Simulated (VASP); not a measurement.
The system is MgB2.

```
CELL_PARAMETERS angstrom
3.08500 0.00000 0.00000
-1.54250 2.67169 0.00000
0.00000 0.00000 3.52300
ATOMIC_POSITIONS crystal
Mg 0.00000 0.00000 0.00000
B 0.66667 0.33333 0.50000
B 0.33333 0.66667 0.50000
```

| Item | Value |
| --- | --- |
| Program | VASP 6.6.1 |
| Task | relaxation of cell and atoms |
| Functional | RPBE |
| Dispersion | D4 |
| Potentials or basis | VASP PAW PBE potentials, release 64 (Mg, B) |
| Cutoff | 600 eV |
| k mesh | 10 × 10 × 8 |
| Occupations | fermi-dirac, width 0.05 eV |
| Spin | no spin polarisation |

At the start: pressure -6.6 GPa; volume 9.68 Å³/atom.

**Question.** Where does the relaxation end?

**Answer.** Over 5 steps the energy falls by 10.8 meV/atom and the volume is 9.20 Å³/atom (-4.9 %); space group P6/mmm (No. 191, to 0.05 Å).

The path:
| step | energy change (eV) | largest force (eV/Å) | pressure (GPa) | volume (Å³) |
| --- | --- | --- | --- | --- |
| 1 | 0.0000 | 0.0000 | -6.60 | 29.04 |
| 2 | -0.0273 | 0.0000 | 2.00 | 27.39 |
| 3 | -0.0289 | 0.0000 | 0.23 | 27.70 |
| 4 | -0.0321 | 0.0000 | 0.10 | 27.64 |
| 5 | -0.0323 | 0.0000 | 0.04 | 27.61 |

Final structure:
```cif
data_structure
_symmetry_space_group_name_H-M 'P 1'
_symmetry_Int_Tables_number 1
_cell_length_a 3.0528
_cell_length_b 3.0528
_cell_length_c 3.4212
_cell_angle_alpha 90.000
_cell_angle_beta 90.000
_cell_angle_gamma 120.000
_cell_volume 27.61
loop_
_atom_site_label
_atom_site_type_symbol
_atom_site_fract_x
_atom_site_fract_y
_atom_site_fract_z
_atom_site_occupancy
Mg1 Mg 0.00000 0.00000 0.00000 1
B1 B 0.66667 0.33333 0.50000 1
B2 B 0.33333 0.66667 0.50000 1
```

Caveat: the PAW data sets were made with another functional, which shifts forces and pressure a little; pairwise dispersion overbinds metals, which lowers pressure and volume.
